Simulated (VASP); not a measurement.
The system is B.

```
CELL_PARAMETERS angstrom
3.82487 0.00000 0.00000
0.00000 3.82487 0.00000
0.00000 0.00000 3.92275
ATOMIC_POSITIONS crystal
B 0.20582 0.45101 0.94918
B 0.04899 0.29418 0.55082
B 0.95101 0.70582 0.55082
B 0.45101 0.79418 0.05082
B 0.79418 0.54899 0.94918
B 0.70582 0.04899 0.44918
B 0.29418 0.95101 0.44918
B 0.54899 0.20582 0.05082
```

| Item | Value |
| --- | --- |
| Program | VASP 6.6.1 |
| Task | relaxation of cell and atoms |
| Functional | PBE |
| Potentials or basis | VASP PAW PBE potentials, release 64 (B) |
| Cutoff | 600 eV |
| k mesh | 4 × 4 × 4 |
| Occupations | gaussian, width 0.1 eV |
| Spin | no spin polarisation |

At the start: pressure 29.8 GPa; volume 7.17 Å³/atom.

Q: How do energy, volume and symmetry change on relaxing?

A: Over 29 steps the energy falls by 411.7 meV/atom and the volume is 7.76 Å³/atom (+8.2 %); space group I4_1/amd (No. 141, to 0.05 Å).

The path:
| step | energy change (eV) | largest force (eV/Å) | pressure (GPa) | volume (Å³) |
| --- | --- | --- | --- | --- |
| 1 | 0.0000 | 1.0560 | 29.83 | 57.39 |
| 2 | -0.8786 | 1.0254 | -10.87 | 69.16 |
| 3 | -0.9723 | 1.0128 | -3.08 | 65.97 |
| 4 | -1.3205 | 0.8307 | -5.30 | 66.37 |
| 5 | -1.6251 | 1.2031 | -9.46 | 67.15 |
| 6 | -1.8270 | 0.9547 | -8.02 | 66.18 |
| 7 | -2.0921 | 0.5209 | -0.88 | 63.32 |
| 8 | -2.0999 | 0.4139 | -2.97 | 63.95 |
| 9 | -2.1028 | 0.4186 | -2.33 | 63.75 |
| 10 | -2.1671 | 0.4292 | -0.73 | 63.27 |
| 11 | -2.3066 | 0.5738 | 4.33 | 61.83 |
| 12 | -2.3332 | 1.4789 | 16.53 | 58.88 |
| 13 | -2.3513 | 1.4947 | 16.71 | 58.83 |
| 14 | -2.4084 | 1.5157 | 17.19 | 58.69 |
| 15 | -2.5170 | 1.4708 | 17.96 | 58.38 |
| 16 | -2.6595 | 1.3662 | 19.80 | 57.72 |
| 17 | -2.7112 | 1.2824 | 25.34 | 56.18 |
| 18 | -2.9404 | 0.6829 | 19.33 | 57.31 |
| 19 | -3.1434 | 0.6012 | 9.70 | 59.53 |
| 20 | -3.1482 | 0.7545 | 8.13 | 59.96 |
| 21 | -3.2111 | 0.4692 | 4.88 | 60.78 |
| 22 | -3.2493 | 0.3331 | -0.03 | 62.18 |
| 23 | -3.2602 | 0.2620 | -0.54 | 62.32 |
| 24 | -3.2773 | 0.1794 | -1.96 | 62.73 |
| 25 | -3.2781 | 0.2033 | -2.30 | 62.84 |
| 26 | -3.2890 | 0.0860 | -1.36 | 62.52 |
| 27 | -3.2925 | 0.0802 | -0.43 | 62.23 |
| 28 | -3.2925 | 0.0843 | -0.39 | 62.22 |
| 29 | -3.2936 | 0.0381 | 0.07 | 62.07 |

Final structure:
```xyz
8
Lattice="3.5953 0.0000 0.0000 0.0000 3.5953 0.0000 0.0000 0.0000 4.8022" Properties=species:S:1:pos:R:3 pbc="T T T"
B     0.8971    1.7946    4.2043
B     0.0031    0.9006    2.9990
B     3.5922    2.6947    2.9990
B     1.7946    2.6982    0.5979
B     2.6982    1.8007    4.2043
B     2.6947    0.0031    1.8032
B     0.9006    3.5922    1.8032
B     1.8007    0.8971    0.5979
```

Caveat: the k points lie up to 0.44 Å⁻¹ apart in the final cell.
